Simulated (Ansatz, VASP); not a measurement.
## C in VASP and in Ansatz

File INCAR:

```
  ALGO = Normal
  EDIFF = 1E-6
  ENCUT = 520
  GGA = PE
  ISIF = 2
  ISMEAR = 0
  IVDW = 12
  LASPH = T
  LCHARG = F
  LREAL = F
  LWAVE = F
  NBANDS = 11
  NELM = 100
  PREC = Accurate
  SIGMA = 0.05
```

KPOINTS

```
k-points
0
Gamma
  15 15 15
```

Contents of POSCAR:

```
C
1.0
    1.2118984948      0.6996899222      3.3048089804
   -1.2118984948      0.6996899222      3.3048089804
    0.0000000000     -1.3993798444      3.3048089804
C
2
Direct
    0.1760175946      0.1760175946      0.1760175946
    0.8239824054      0.8239824054      0.8239824054
```

Input for Ansatz:

```yaml
crystal:
  lattice:
    - [1.2118984948, 0.6996899222, 3.3048089804]
    - [-1.2118984948, 0.6996899222, 3.3048089804]
    - [0.0, -1.3993798444, 3.3048089804]
  atoms:
    - { symbol: C, position: [0.1760175946, 0.1760175946, 0.1760175946] }
    - { symbol: C, position: [0.8239824054, 0.8239824054, 0.8239824054] }
basis:
  ecutwfc: 520.0
kpoints:
  mp_grid: { grid: [15, 15, 15] }
hamiltonian:
  xc: pbe
  pseudopotentials: { kind: paw, azcp: { folder: soft_1 } }
  dispersion: d3bj
scf:
  occupations: { method: gaussian, width: 0.05 }
output:
  forces: true
  stress: true
  eigenvalues: true
```

Change from the starting cell: mode 4 frozen in at +0.095 Å, equal normal strain along x, y and z -0.0167.

Alike in both runs: task single point; functional PBE; dispersion D3(BJ); k mesh 15 × 15 × 15; occupations gaussian, width 0.05 eV; no spin polarisation.

|  | VASP | Ansatz |
| --- | --- | --- |
| version | VASP 6.6.1 | Ansatz 0.2.0 |
| potentials or method | VASP PAW PBE potentials, release 64 (C), cutoff 520 eV | scalar-relativistic, plane waves, PAW |
| valence electrons in the cell | 8 | 8 |

Ansatz gave:

* gap on the k mesh at the Fermi level (eV): 0.43
* least direct gap on the mesh (eV): 0.43
* pressure (GPa): 13.9
* traceless stress, the component that is largest in VASP (GPa): -18.66
* rms of the force components (eV/Å): 1.789

Problem. Which values does VASP return?

Solution. gap on the k mesh at the Fermi level (eV): 0.43; least direct gap on the mesh (eV): 0.43; pressure (GPa): 14.4; traceless stress, the component that is largest in VASP (GPa): -19.23; rms of the force components (eV/Å): 1.782.

Atom by atom the forces differ by 0.007 eV/Å (rms over components).
